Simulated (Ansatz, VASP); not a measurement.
C in VASP and in Ansatz

```
CELL_PARAMETERS angstrom
-1.03974 1.03974 1.03974
1.03974 -1.03974 1.03974
1.03974 1.03974 -1.03974
ATOMIC_POSITIONS crystal
C 0.00000 0.00000 0.00000
```

Change from the starting cell: volume scaled by 0.7, LAPW.

Alike in both runs: task single point; functional PBEsol; k mesh 22 × 22 × 22; occupations fermi-dirac, width 0.08 eV; no spin polarisation.

```csv
,VASP,Ansatz
version,VASP 6.6.1,Ansatz 0.2.0
potentials or method,"VASP PAW PBE potentials, release 64 (C), cutoff 520 eV","all-electron LAPW, scalar-relativistic"
```

|  | VASP | Ansatz | Ansatz less VASP |
| --- | --- | --- | --- |
| pressure (GPa) | 155.8 | 154.8 | -1.04 |

VASP's potentials were made for PBE, not for PBEsol. Both programs put the cell under a high pressure, so it lies far from rest at this level. Ansatz ran all-electron here, and VASP with PAW potentials.

Noted on VASP's run: the cell as given lies far from equilibrium.
